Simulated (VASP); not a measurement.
# Ru (P6_3/mmc) in VASP: notebook

Runs on Ru. Level: PBE. Tasks: single point, relaxation of cell and atoms.

Everything below comes from runs of VASP 6.6.1. Logs are shortened: lines on timing, memory, paths and dates and some standing lists are left out, and cuts for length are marked.

## (1) The cell of the first run

The structure is hexagonal, space group P6_3/mmc (No. 194). The conventional cell has a = 2.720 Å, b = 2.720 Å, c = 4.297 Å, α = 90.00°, β = 90.00°, γ = 120.00°. Within 3.5 Å of Ru (site symmetry -6m2) lie 12 Ru at 2.66 to 2.72 Å.

## (2) Single point, PBE

Input file INCAR:

```
  PREC = Accurate
  ENCUT = 520
  EDIFF = 1E-6
  ISMEAR = 0
  SIGMA = 0.1
  LREAL = F
  LASPH = T
  NELM = 60
  ALGO = Fast
  ISIF = 2
  LWAVE = F
  LCHARG = F
  GGA = PE
  NBANDS = 21
```

Input file KPOINTS:

```
regular mesh
0
Gamma
  18 18 10
```

Input file POSCAR:

```
Ru
1.0
    2.7200250913      0.0000000000      0.0000000000
   -1.3600125457      2.3556108280      0.0000000000
    0.0000000000      0.0000000000      4.2967694968
Ru
2
Direct
    0.3333333333      0.6666666667      0.2500000000
    0.6666666667      0.3333333333      0.7500000000
```

Potentials or basis: VASP PAW PBE potentials, release 64 (Ru_pv).

Started as:

```
> cat potpaw_PBE.64/Ru_pv/POTCAR > POTCAR
> mpirun -np 1 vasp_std > vasp.out
```

OUTCAR:

```text
PREC = Accurate
   ENCUT = 520
   EDIFF = 1E-6
   ISMEAR = 0
   LREAL = F
   LASPH = T
   NELM = 60
   ISIF = 2
   GGA = PE

 ion  position               nearest neighbor table
   1  0.333  0.667  0.250-   2 2.66   2 2.66   2 2.66   2 2.66   2 2.66   2 2.66
   2  0.667  0.333  0.750-   1 2.66   1 2.66   1 2.66   1 2.66   1 2.66   1 2.66

  LATTYP: Found a hexagonal cell.
 ALAT       =     2.7200250913
 C/A-ratio  =     1.5796800958

  Lattice vectors:

 A1 = (   2.7200250913,   0.0000000000,   0.0000000000)
 A2 = (  -1.3600125457,   2.3556108280,   0.0000000000)
 A3 = (   0.0000000000,   0.0000000000,   4.2967694968)

Analysis of symmetry for initial positions (statically):
=====================================================================
 Subroutine PRICEL returns:
 Original cell was already a primitive cell.

 Routine SETGRP: Setting up the symmetry group for a
 hexagonal supercell.

 Subroutine GETGRP returns: Found 24 space group operations
 (whereof 12 operations were pure point group operations)
 out of a pool of 24 trial point group operations.

The static configuration has the point symmetry D_3d.
 The point group associated with its full space group is D_6h.

Analysis of symmetry for dynamics (positions and initial velocities):
=====================================================================
 Subroutine PRICEL returns:
 Original cell was already a primitive cell.

 Routine SETGRP: Setting up the symmetry group for a
 hexagonal supercell.

 Subroutine GETGRP returns: Found 24 space group operations
 (whereof 12 operations were pure point group operations)
 out of a pool of 24 trial point group operations.

The dynamic configuration has the point symmetry D_3d.
 The point group associated with its full space group is D_6h.

 Subroutine INISYM returns: Found 24 space group operations
 (whereof 12 operations are pure point group operations),
 and found     1 'primitive' translations

----------------------------------------------------------------------------------------

                                     Primitive cell

  volume of cell :      27.5308

  direct lattice vectors                    reciprocal lattice vectors
     2.720025091  0.000000000  0.000000000     0.367643667  0.212259170  0.000000000
    -1.360012546  2.355610828  0.000000000     0.000000000  0.424518341  0.000000000
     0.000000000  0.000000000  4.296769497     0.000000000  0.000000000  0.232732987

  length of vectors
     2.720025091  2.720025091  4.296769497     0.424518341  0.424518341  0.232732987

  position of ions in fractional coordinates (direct lattice)
     0.333333333  0.666666667  0.250000000
     0.666666667  0.333333333  0.750000000

  ion indices of the primitive-cell ions
   primitive index   ion index
                 1           1
                 2           2

----------------------------------------------------------------------------------------

 KPOINTS: regular mesh

Automatic generation of k-mesh.
 Grid dimensions read from file:
 generate k-points for:   18   18   10

 Generating k-lattice:

  Cartesian coordinates                     Fractional coordinates (reciprocal lattice)
     0.020424648  0.011792176  0.000000000     0.055555556 -0.000000000  0.000000000
     0.000000000  0.023584352  0.000000000     0.000000000  0.055555556  0.000000000
     0.000000000  0.000000000  0.023273299     0.000000000  0.000000000  0.100000000

  Length of vectors
     0.023584352  0.023584352  0.023273299

  Shift w.r.t. Gamma in fractional coordinates (k-lattice)
     0.000000000  0.000000000  0.000000000

 Subroutine IBZKPT returns following result:
 ===========================================

 Found    222 irreducible k-points:

 Following reciprocal coordinates:
            Coordinates               Weight
  0.000000  0.000000  0.000000      1.000000
  0.055556  0.000000  0.000000      6.000000
  0.111111  0.000000  0.000000      6.000000
  0.166667  0.000000  0.000000      6.000000
  0.222222 -0.000000  0.000000      6.000000
  0.277778  0.000000  0.000000      6.000000
[... 16 lines left out ...]
  0.333333  0.111111  0.000000     12.000000
  0.388889  0.111111  0.000000     12.000000
 [... further k-points ...]
   k-points           NKPTS =    222   k-points in BZ     NKDIM =    222   number of bands    NBANDS=     21
   number of dos      NEDOS =    301   number of ions     NIONS =      2
   total plane-waves  NPLWV =  12800
   dimension x,y,z NGX =    20 NGY =   20 NGZ =   32
   dimension x,y,z NGXF=    40 NGYF=   40 NGZF=   64
   ions per type =               2
   NGX,Y,Z   is equivalent  to a cutoff of  12.22, 12.22, 12.38 a.u.
   NGXF,Y,Z  is equivalent  to a cutoff of  24.45, 24.45, 24.76 a.u.
 SYSTEM =  unknown system
   PREC   = accura    normal or accurate (medium, high low for compatibility)
   ISTART =      0    job   : 0-new  1-cont  2-samecut
   ICHARG =      2    charge: 1-file 2-atom 10-const
   ISPIN  =      1    spin polarized calculation?
   LNONCOLLINEAR =      F non collinear calculations
   LSORBIT =      F    spin-orbit coupling
   LASPH  =      T    aspherical Exc in radial PAW
   ENCUT  =  520.0 eV  38.22 Ry    6.18 a.u.   5.06  5.06  7.99*2*pi/ulx,y,z
   NELM   =     60;   NELMIN=  2; NELMDL= -5     # of ELM steps
   EDIFF  = 0.1E-05   stopping-criterion for ELM
   LREAL  =      F    real-space projection
   EDIFFG = 0.1E-04   stopping-criterion for IOM
   NSW    =      0    number of steps for IOM
   IBRION =     -1    ionic relax: 0-MD 1-quasi-New 2-CG
   NFREE  =      0    steps in history (QN), initial steepest desc. (CG)
   ISIF   =      2    stress and relaxation
   ISYM   =      2    0-nonsym 1-usesym 2-fastsym
   POTIM  = 0.5000    time-step for ionic-motion
   TEBEG  =    0.0;   TEEND  =   0.0 temperature during run
   PSTRESS=    0.0 pullay stress
   NELECT =      28.0000    total number of electrons
   NUPDOWN=      -1.0000    fix difference up-down
   EMIN   =  10.00;   EMAX   =-10.00  energy-range for DOS
   EFERMI =   0.00;   METHOD = LEGACY
   ISMEAR =     0;   SIGMA  =   0.10  broadening in eV -4-tet -1-fermi 0-gaus
   EFERMI_NEDOS =   21; number of points for ismear=-14 and -15
   IALGO  =     68    algorithm
   IMIX   =      4    mixing-type and parameters
     AMIX     =   0.40;   BMIX     =  1.00
     AMIX_MAG =   1.60;   BMIX_MAG =  1.00
  volume/ion in A,a.u.               =      13.77        92.89
  Fermi-wavevector in a.u.,A,eV,Ry     =   1.646347  3.111144 36.878020  2.710458
  Thomas-Fermi vector in A             =   2.735990
   LORBIT       =      0    0 simple, 1 ext, 2 COOP (PROOUT), +10 PAW based schemes
   GGA     = PE    functional components
   LHFCALC =     F    Hartree Fock is set to
   AEXX    =    0.0000 exact exchange contribution
   IVDW    =     0    specifies the selected vdW correction
   LEPSILON=     F    determine dielectric tensor
   LRPA    =     F    only Hartree local field effects (RPA)
 non-spin polarized calculation
 RMM-DIIS sequential band-by-band and
 Gauss-broadening in eV      SIGMA  =   0.10
  energy-cutoff  :      520.00
  volume of cell :       27.53
 maximum number of plane-waves:       759
   NGX = 11   NGY = 11   NGZ = 15

 number of electron      28.0000013 magnetization

 Free energy of the ion-electron system (eV)
  ---------------------------------------------------
  ext. energy  EPLUGINS =         0.00000000
  ---------------------------------------------------
  free energy    TOTEN  =       -18.47174769 eV

  energy without entropy =      -18.46243246  energy(sigma->0) =      -18.46709007

 E-fermi :  12.5841     XC(G=0): -14.0338

 val. band max:       12.5815590113   @ k =   0.1667   0.1111   0.3000
 cond. band min:      12.5862985118   @ k =   0.4444   0.1111   0.5000
 fundamental gap:      0.0047395004
 Fermi energy:        12.5840767856

 k-point     1 :       0.0000    0.0000    0.0000
  band No.  band energies     occupation
      1     -31.0076      2.00000
      2     -30.1149      2.00000
      3     -30.1149      2.00000
      4     -29.9504      2.00000
      5     -29.9504      2.00000
      6     -29.9109      2.00000
[... 13 lines left out ...]
     20      23.0315      0.00000
     21      23.0449      0.00000

 k-point     2 :       0.0556    0.0000    0.0000
  band No.  band energies     occupation
      1     -30.9975      2.00000
      2     -30.1363      2.00000
      3     -30.1222      2.00000
      4     -29.9728      2.00000
      5     -29.9533      2.00000
      6     -29.9156      2.00000
[... 13 lines left out ...]
     20      23.0314      0.00000
     21      23.0441      0.00000

 k-point     3 :       0.1111    0.0000    0.0000
  band No.  band energies     occupation
      1     -30.9678      2.00000
      2     -30.1977      2.00000
      3     -30.1428      2.00000
      4     -30.0365      2.00000
      5     -29.9619      2.00000
      6     -29.9298      2.00000
[... 13 lines left out ...]
     20      23.0314      0.00000
     21      23.0420      0.00000

 k-point     4 :       0.1667    0.0000    0.0000
  band No.  band energies     occupation
      1     -30.9204      2.00000
      2     -30.2919      2.00000
      3     -30.1735      2.00000
      4     -30.1325      2.00000
      5     -29.9759      2.00000
      6     -29.9535      2.00000
[... 13 lines left out ...]
     20      23.0314      0.00000
     21      23.0395      0.00000

 k-point     5 :       0.2222   -0.0000    0.0000
  band No.  band energies     occupation
      1     -30.8581      2.00000
      2     -30.4076      2.00000
      3     -30.2475      2.00000
      4     -30.2101      2.00000
      5     -29.9938      2.00000
      6     -29.9865      2.00000
[... 13 lines left out ...]
     20      23.0313      0.00000
     21      23.0373      0.00000

 k-point     6 :       0.2778    0.0000    0.0000
  band No.  band energies     occupation
      1     -30.7851      2.00000
      2     -30.5307      2.00000
      3     -30.3669      2.00000
      4     -30.2481      2.00000
      5     -30.0283      2.00000
      6     -30.0137      2.00000
[... 13 lines left out ...]
     20      23.0352      0.00000
     21      25.7324      0.00000

 k-point     7 :       0.3333   -0.0000    0.0000
  band No.  band energies     occupation
      1     -30.7069      2.00000
      2     -30.6462      2.00000
      3     -30.4763      2.00000
      4     -30.2829      2.00000
      5     -30.0770      2.00000
      6     -30.0329      2.00000
[... 13 lines left out ...]
     20      23.0319      0.00000
     21      23.9855      0.00000
[... 291 lines left out ...]
      1     -30.8323      2.00000
      2     -30.4149      2.00000
      3     -30.3460      2.00000
      4     -30.1813      2.00000
      5     -30.0284      2.00000
      6     -30.0008      2.00000
[... 13 lines left out ...]
     20      23.0313      0.00000
     21      23.0372      0.00000

 k-point    21 :       0.2222    0.1111    0.0000
  band No.  band energies     occupation
      1     -30.7611      2.00000
      2     -30.5257      2.00000
      3     -30.4309      2.00000
      4     -30.2399      2.00000
      5     -30.0562      2.00000
      6     -30.0427      2.00000
[... 13 lines left out ...]
     20      23.0358      0.00000
     21      25.6821      0.00000

 k-point    22 :       0.2778    0.1111    0.0000
  band No.  band energies     occupation
      1     -30.6843      2.00000
      2     -30.6334      2.00000
      3     -30.5052      2.00000
      4     -30.2957      2.00000
      5     -30.0917      2.00000
      6     -30.0812      2.00000
[... 13 lines left out ...]
     20      23.8888      0.00000
     21      26.1625      0.00000

 k-point    23 :       0.3333    0.1111    0.0000
  band No.  band energies     occupation
      1     -30.7215      2.00000
      2     -30.6094      2.00000
      3     -30.5646      2.00000
      4     -30.3406      2.00000
      5     -30.1440      2.00000
      6     -30.1013      2.00000
[... 13 lines left out ...]
     20      23.6192      0.00000
     21      25.2424      0.00000

 k-point    24 :       0.3889    0.1111    0.0000
  band No.  band energies     occupation
      1     -30.7788      2.00000
      2     -30.6033      2.00000
      3     -30.5487      2.00000
      4     -30.3695      2.00000
      5     -30.1899      2.00000
      6     -30.1144      2.00000
[... 13 lines left out ...]
     20      24.5267      0.00000
     21      24.5682      0.00000

 [... further k-points ...]

------------------------ aborting loop because EDIFF is reached ----------------------------------------

  FORCE on cell =-STRESS in cart. coord.  units (eV):
  Direction    XX          YY          ZZ          XY          YZ          ZX
  --------------------------------------------------------------------------------------
  -------------------------------------------------------------------------------------
  Total       -0.0230848     -0.0230848     -0.0186949      0.0000000      0.0000000     -0.0000000
  in kB       -1.3434393     -1.3434393     -1.0879649      0.0000000      0.0000000     -0.0000000
  external PRESSURE =      -1.2582812 kB  Pullay stress =       0.0000000 kB

 VOLUME and BASIS-vectors are now :
 -----------------------------------------------------------------------------
  energy-cutoff  :      520.00
  volume of cell :       27.53
      direct lattice vectors                 reciprocal lattice vectors
     2.720025091  0.000000000  0.000000000     0.367643667  0.212259170  0.000000000
    -1.360012546  2.355610828  0.000000000     0.000000000  0.424518341  0.000000000
     0.000000000  0.000000000  4.296769497     0.000000000  0.000000000  0.232732987

 POSITION                                       TOTAL-FORCE (eV/Angst)
 -----------------------------------------------------------------------------------
     -0.00000      1.57041      1.07419        -0.000000      0.000000      0.000000
      1.36001      0.78520      3.22258         0.000000     -0.000000      0.000000
 -----------------------------------------------------------------------------------
    total drift:                               -0.000000      0.000000     -0.000000

  FREE ENERGIE OF THE ION-ELECTRON SYSTEM (eV)
  ---------------------------------------------------
  free  energy   TOTEN  =       -18.4717476918 eV

  energy  without entropy=      -18.4624324573  energy(sigma->0) =      -18.46709007
```

Run time: 38 s. Hardware: 1 thread of Intel Xeon 6975P-C (Granite Rapids), shared host; peak memory 0.21 GiB.

What came out:

| Quantity | Value |
| --- | --- |
| Free energy | -18.4717 eV |
| Pressure | -0.1 GPa |
| Band gap on the k mesh | zero (bands 14 and 15 overlap by 3.07 eV) |

(Continued in part 2 of 2.)
